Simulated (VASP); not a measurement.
# Sb (P6_3/mmc) in VASP: notebook, part 2 of 2

VASP 6.6.1. Earlier steps stand in the parts before.

### Step 6. Single point, PBE+D3(BJ) (strain -0.030 along x and y, -0.030 along z)

Input file INCAR:

```
ALGO     = Normal         # electronic algorithm
EDIFF    = 1E-6           # SCF threshold, eV
ENCUT    = 520            # plane-wave cutoff, eV
GGA      = PE             # functional
ISIF     = 2              # what is computed and relaxed
ISMEAR   = 0              # smearing method
IVDW     = 12             # dispersion correction
LASPH    = T              # aspherical terms in the spheres
LCHARG   = T              # write CHGCAR
LELF     = T              # ELF
LREAL    = F              # projectors in reciprocal space
LVHAR    = T            
LWAVE    = F              # write WAVECAR
NBANDS   = 12             # bands
NELM     = 80             # most SCF steps
PREC     = Accurate       # precision mode
SIGMA    = 0.15           # smearing width, eV
```

Input file KPOINTS:

```
k-points
0
Gamma
  18 18 10
```

Input file POSCAR:

```
Sb
1.0
    3.2679301741      0.0000000000      0.0000000000
   -1.6339650871      2.8301105486      0.0000000000
    0.0000000000      0.0000000000      5.1701000000
Sb
2
Direct
    0.3333333333      0.6666666667      0.2500000000
    0.6666666667      0.3333333333      0.7500000000
```

Potentials or basis: VASP PAW PBE potentials, release 64 (Sb).

The run is started by

```
> cat potpaw_PBE.64/Sb/POTCAR > POTCAR
> mpirun -np 1 vasp_std > vasp.out
```

OUTCAR:

```text
EDIFF = 1E-6
   ENCUT = 520
   GGA = PE
   ISIF = 2
   ISMEAR = 0
   IVDW = 12
   LASPH = T
   LREAL = F
   NELM = 80
   PREC = Accurate
 IVDW          = 12

 ion  position               nearest neighbor table
   1  0.333  0.667  0.250-   2 3.20   2 3.20   2 3.20   2 3.20   2 3.20   2 3.20
   2  0.667  0.333  0.750-   1 3.20   1 3.20   1 3.20   1 3.20   1 3.20   1 3.20

  LATTYP: Found a hexagonal cell.
 ALAT       =     3.2679301741
 C/A-ratio  =     1.5820717471

  Lattice vectors:

 A1 = (   3.2679301741,   0.0000000000,   0.0000000000)
 A2 = (  -1.6339650871,   2.8301105486,   0.0000000000)
 A3 = (   0.0000000000,   0.0000000000,   5.1701000000)

Analysis of symmetry for initial positions (statically):
=====================================================================
 Subroutine PRICEL returns:
 Original cell was already a primitive cell.

 Routine SETGRP: Setting up the symmetry group for a
 hexagonal supercell.

 Subroutine GETGRP returns: Found 24 space group operations
 (whereof 12 operations were pure point group operations)
 out of a pool of 24 trial point group operations.

The static configuration has the point symmetry D_3d.
 The point group associated with its full space group is D_6h.

Analysis of symmetry for dynamics (positions and initial velocities):
=====================================================================
 Subroutine PRICEL returns:
 Original cell was already a primitive cell.

 Routine SETGRP: Setting up the symmetry group for a
 hexagonal supercell.

 Subroutine GETGRP returns: Found 24 space group operations
 (whereof 12 operations were pure point group operations)
 out of a pool of 24 trial point group operations.

The dynamic configuration has the point symmetry D_3d.
 The point group associated with its full space group is D_6h.

 Subroutine INISYM returns: Found 24 space group operations
 (whereof 12 operations are pure point group operations),
 and found     1 'primitive' translations

[... 121 lines left out ...]
   AEXX    =    0.0000 exact exchange contribution
   IVDW    =    12    specifies the selected vdW correction
   LEPSILON=     F    determine dielectric tensor
   LRPA    =     F    only Hartree local field effects (RPA)
 non-spin polarized calculation
 Gauss-broadening in eV      SIGMA  =   0.15
  energy-cutoff  :      520.00
  volume of cell :       47.82
 maximum number of plane-waves:      1307
   NGX = 13   NGY = 13   NGZ = 19

 number of electron      10.0000001 magnetization

 Free energy of the ion-electron system (eV)
  ---------------------------------------------------
  ext. energy  EPLUGINS =         0.00000000
  ---------------------------------------------------
  free energy    TOTEN  =        -7.51332836 eV

  energy without entropy =       -7.49754513  energy(sigma->0) =       -7.50543674

 E-fermi :  10.1461     XC(G=0): -10.7592

 val. band max:       10.1311765209   @ k =   0.2222   0.0556   0.3000
 cond. band min:      10.1513914745   @ k =   0.2778   0.1667   0.0000
 fundamental gap:      0.0202149536
 Fermi energy:        10.1461412746

 k-point     1 :       0.0000    0.0000    0.0000
  band No.  band energies     occupation
      1      -3.7616      2.00000
      2       1.0516      2.00000
      3       3.6126      2.00000
      4      13.9159      0.00000
      5      13.9159      0.00000
      6      15.9157      0.00000
      7      15.9157      0.00000
      8      17.0776      0.00000
      9      17.9979      0.00000
     10      19.0762      0.00000
     11      20.5071      0.00000
     12      20.5071      0.00000
[... 331 lines left out ...]
 k-point    24 :       0.3889    0.1111    0.0000
  band No.  band energies     occupation
      1      -0.0235      2.00000
      2       2.2339      2.00000
      3       5.6443      2.00000
      4       7.3239      2.00000
      5       7.6480      2.00000
      6       9.1036      2.00000
      7      10.3144      0.11270
      8      13.0924      0.00000
      9      16.1644      0.00000
     10      16.2194      0.00000
     11      20.9930      0.00000
     12      21.4695      0.00000

 [... further k-points ...]

------------------------ aborting loop because EDIFF is reached ----------------------------------------

 Edisp (eV)   -1.18166

 E8    (eV) :    -0.5445

  FORCE on cell =-STRESS in cart. coord.  units (eV):
  Direction    XX          YY          ZZ          XY          YZ          ZX
  --------------------------------------------------------------------------------------
  -------------------------------------------------------------------------------------
  Total       1.86754     1.86754     2.60738    -0.00000    -0.00000     0.00000
  in kB      62.57558    62.57558    87.36547    -0.00000    -0.00000     0.00000
  external pressure =       70.84 kB  Pullay stress =        0.00 kB

 VOLUME and BASIS-vectors are now :
 -----------------------------------------------------------------------------
  energy-cutoff  :      520.00
  volume of cell :       47.82
      direct lattice vectors                 reciprocal lattice vectors
     3.267930174  0.000000000  0.000000000     0.306004090  0.176671544  0.000000000
    -1.633965087  2.830110549  0.000000000     0.000000000  0.353343088  0.000000000
     0.000000000  0.000000000  5.170100000     0.000000000  0.000000000  0.193419856

 POSITION                                       TOTAL-FORCE (eV/Angst)
 -----------------------------------------------------------------------------------
     -0.00000      1.88674      1.29252        -0.000000      0.000000      0.000000
      1.63397      0.94337      3.87757         0.000000     -0.000000      0.000000
 -----------------------------------------------------------------------------------
    total drift:                                0.000000     -0.000000      0.000000

  FREE ENERGIE OF THE ION-ELECTRON SYSTEM (eV)
  ---------------------------------------------------
  free  energy   TOTEN  =        -8.6949904943 eV

  energy  without entropy=       -8.6792072605  energy(sigma->0) =       -8.68709888
```

stdout:

```text
POSCAR found type information on POSCAR Sb
 POSCAR found :  1 types and       2 ions
 scaLAPACK will be used
 LDA part: xc-table for (Slater+PW92), standard interpolation
 POSCAR, INCAR and KPOINTS ok, starting setup
 FFT: planning ... GRIDC
 FFT: planning ... GRID_SOFT
 FFT: planning ... GRID
 WAVECAR not read
 entering main loop
```

Run time: 78 s. Hardware: 1 thread of Intel Xeon 8259CL, shared host; peak memory 0.25 GiB.

What came out:

```
Free energy                : -8.6950 eV
Pressure                   : 7.1 GPa
Band gap on the k mesh     : zero (bands 5 and 6 overlap by 8.50 eV)
Dispersion energy per atom : -0.591 eV
```

Stress tensor (GPa, compression positive):
```
6.26 0.00 0.00
0.00 6.26 0.00
0.00 0.00 8.74
```

Levels at points of the mesh, in eV from the Fermi level:
| k point | band 3 | band 4 | band 5 | band 6 | band 7 | band 8 |
| --- | --- | --- | --- | --- | --- | --- |
| (0.00, 0.00, 0.00) | -6.53 | 3.77 | 3.77 | 5.77 | 5.77 | 6.93 |
| (0.50, 0.00, 0.00) | -4.30 | -3.09 | -2.65 | -0.32 | 0.14 | 4.24 |
| (0.00, 0.00, 0.50) | -0.33 | -0.33 | 4.79 | 4.79 | 4.79 | 4.79 |
| (0.50, 0.00, 0.50) | -6.03 | -6.03 | 1.64 | 1.64 | 2.37 | 2.37 |

Caveat: the cell differs from its parent crystal (strain -0.030 along x and y, -0.030 along z); the cell stands under pressure; spin-orbit coupling is left out, which moves the levels of the heavy elements.

### Step 7. Summary

| cell | gap on the mesh (eV) | pressure (GPa) |
| --- | --- | --- |
| a = 3.470, b = 3.470, c = 5.330 Å, angles 90.0, 90.0, 120.0°, 2 atoms | none | -3.7 |
| a = 3.420, b = 3.420, c = 5.490 Å, angles 90.0, 90.0, 120.0°, 2 atoms | none | -3.8 |
| a = 3.470, b = 3.470, c = 5.410 Å, angles 90.0, 90.0, 120.0°, 2 atoms | none | -4.4 |
| a = 3.470, b = 3.470, c = 5.490 Å, angles 90.0, 90.0, 120.0°, 2 atoms | none | -5.1 |
| a = 3.268, b = 3.268, c = 5.170 Å, angles 90.0, 90.0, 120.0°, 2 atoms | none | 7.1 |

Alike in all rows: task single point; level PBE+D3(BJ); potentials or basis VASP PAW PBE potentials, release 64 (Sb); no spin polarisation; k mesh 18 × 18 × 10; cutoff (eV) 520; smearing gaussian 0.15 eV.

Caveats: spin-orbit coupling is left out, which moves the levels of the heavy elements; the cell stands under tension (at least some runs); the cell stands under pressure (at least some runs).

Absolute energies hang on the potentials; compare differences alone.

The gap in the log of VASP goes by the Fermi energy; the results here count the filled bands.